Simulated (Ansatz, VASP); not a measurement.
## Two plane-wave programs on AlP

The input INCAR:

```
  PREC = Accurate
  ENCUT = 500
  EDIFF = 1E-6
  ISMEAR = -1
  SIGMA = 0.01
  LREAL = F
  LASPH = T
  NELM = 120
  ALGO = Normal
  ISIF = 2
  LWAVE = F
  LCHARG = T
  GGA = PE
  IVDW = 12
  LELF = T
  LVHAR = T
  NBANDS = 11
  GGA_COMPAT = F
```

The input KPOINTS:

```
Automatic mesh
0
Gamma
  6 6 6
```

Contents of POSCAR:

```
AlP
1.0
    0.0000000000      2.7613659551      2.7613659551
    2.7613659551      0.0000000000      2.7613659551
    2.7613659551      2.7613659551      0.0000000000
Al P
1 1
Direct
    0.0000000000      0.0000000000      0.0000000000
    0.2500000000      0.2500000000      0.2500000000
```

Input for Ansatz:

```yaml
crystal:
  lattice:
    - [0.0, 2.7613659551118928, 2.7613659551118928]
    - [2.7613659551118928, 0.0, 2.7613659551118928]
    - [2.7613659551118928, 2.7613659551118928, 0.0]
  atoms:
    - { symbol: Al, position: [0.0, 0.0, 0.0] }
    - { symbol: P, position: [0.25, 0.25, 0.25] }
basis:
  ecutwfc: 517.016338673772
kpoints:
  mp_grid:
    grid: [6, 6, 6]
hamiltonian:
  xc: pbe
  dispersion: d3bj
  pseudopotentials:
    kind: paw
scf:
  occupations:
    method: fermi_dirac
    width: 0.01
output:
  stress: true
```

Alike in both runs: task single point; functional PBE; dispersion D3(BJ); k mesh 6 × 6 × 6; occupations fermi-dirac, width 0.01 eV; no spin polarisation.

|  | VASP | Ansatz |
| --- | --- | --- |
| version | VASP 6.6.1 | Ansatz 0.2.0 |
| potentials or method | VASP PAW PBE potentials, release 64 (Al, P), cutoff 500 eV | plane waves, PAW |
| valence electrons in the cell | 8 | 8 |

```csv
,VASP,Ansatz,Ansatz less VASP
pressure (GPa),-3.2,-3.1,+0.08
```
